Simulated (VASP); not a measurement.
Input of a VASP 6.6.1 run:

Contents of INCAR:

```
SYSTEM = LuH2
PREC     = Accurate       ! precision mode
ENCUT    = 520            ! plane-wave cutoff, eV
EDIFF    = 1E-8           ! SCF threshold, eV
ISMEAR   = -1             ! smearing method
SIGMA    = 0.02           ! smearing width, eV
LREAL    = .FALSE.        ! projectors in reciprocal space
LASPH    = .TRUE.         ! aspherical terms in the spheres
NELM     = 80             ! most SCF steps
ALGO     = Normal         ! electronic algorithm
ISIF     = 2              ! what is computed and relaxed
LWAVE    = .FALSE.        ! write WAVECAR
LCHARG   = .FALSE.        ! write CHGCAR
GGA      = CA             ! functional
LEFG     = .TRUE.       
NBANDS   = 20             ! bands
```

Contents of KPOINTS:

```
regular mesh
0
G
  8 8 8
  0 0 0
```

POSCAR

```
LuH2
1.0
    0.0503300000      2.5416650000      2.5416650000
    2.5416650000      0.0503300000      2.5416650000
    2.5416650000      2.5416650000      0.0503300000
Lu H
1 2
Direct
    0.0000000000      0.0000000000      0.0000000000
    0.2500000000      0.2500000000      0.2500000000
    0.7500000000      0.7500000000      0.7500000000
```

Potentials or basis: VASP PAW PBE potentials, release 64 (Lu, H).

The run is started by

```console
$ cat potpaw_PBE.64/Lu/POTCAR potpaw_PBE.64/H/POTCAR > POTCAR
$ mpirun -np 1 vasp_std > vasp.out
```

Q: What does it give for the band gap on the k mesh?

A: Zero (an odd number of electrons rules out a gap without spin polarisation).

Q: Predict the pressure.

A: -6.1 GPa.

Q: Estimate the largest force.

A: 0.103 eV/Å.

Forces in eV/Å, atoms in the order of the input:
```
Lu   0.000  0.000  0.000
H   -0.060 -0.060 -0.060
H    0.060  0.060  0.060
```

Caveat: the cell differs from its parent crystal (equal xy, yz and zx shear strains of +2 %); the cell stands under tension; without QUAD_EFG the Cq values of the log hold for a quadrupole moment of 1 mb, not for the nuclei; the PAW data sets were made with another functional, which shifts forces and pressure a little; spin-orbit coupling is left out, which moves the levels of the heavy elements.
